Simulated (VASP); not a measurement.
## TiO2: single point with LDA

Crystal: TiO2.

```
Ti O
1.0
     4.52542    0.00000    0.00000
     0.00000    4.52542    0.00000
     0.00000    0.00000    2.92692
Ti O
2 4
Cartesian
  0.0000 0.0000 0.0000
  2.2627 2.2627 1.4635
  1.3750 1.3750 0.0000
  0.8878 3.6377 1.4635
  3.1505 3.1505 0.0000
  3.6377 0.8878 1.4635
```

This cell differs from its parent crystal: in-plane strain -0.005, then relaxed in part.

```yaml
Program: VASP 6.6.1
Task: single point
Functional: LDA
Potentials_or_basis: VASP PAW LDA potentials, release 64 (Ti_sv, O)
Cutoff: 520 eV
k_mesh: 6 × 6 × 8
Occupations: gaussian, width 0.01 eV
Spin: no spin polarisation
```

| Quantity | Value |
| --- | --- |
| Pressure | 2.7 GPa |
| Largest force | 0.033 eV/Å |
| Band gap on the k mesh | 1.83 eV |

Forces in eV/Å, atoms in the order of the input:
```
Ti   0.000  0.000  0.000
Ti   0.000  0.000  0.000
O   -0.023 -0.023  0.000
O    0.023 -0.023  0.000
O    0.023  0.023  0.000
O   -0.023  0.023  0.000
```

Stress tensor (GPa, compression positive):
```
3.19 0.00 0.00
0.00 3.19 0.00
0.00 0.00 1.62
```

Levels at points of the mesh, in eV from the valence-band top:
```tsv
k point	band 22	band 23	band 24	band 25	band 26	band 27
(0.00, 0.00, 0.00)	-0.48	-0.48	0.00	1.83	2.12	2.39
(0.50, 0.00, 0.00)	-1.76	-0.80	-0.80	2.55	2.55	3.11
(0.50, 0.50, 0.00)	-1.37	-1.11	-1.11	1.87	1.87	2.53
(0.00, 0.00, 0.50)	-2.65	-1.48	-1.48	3.07	3.07	3.23
(0.50, 0.00, 0.50)	-2.17	-1.13	-1.13	1.86	1.86	3.26
(0.50, 0.50, 0.50)	-1.42	-0.68	-0.68	2.63	2.63	3.26
```

Wall time 100 s on 1 thread of Intel Xeon 8259CL, on a shared host, peak memory 0.2 GiB.

Caveat: the cell differs from its parent crystal (in-plane strain -0.005, then relaxed in part). A k mesh can miss the band edges.
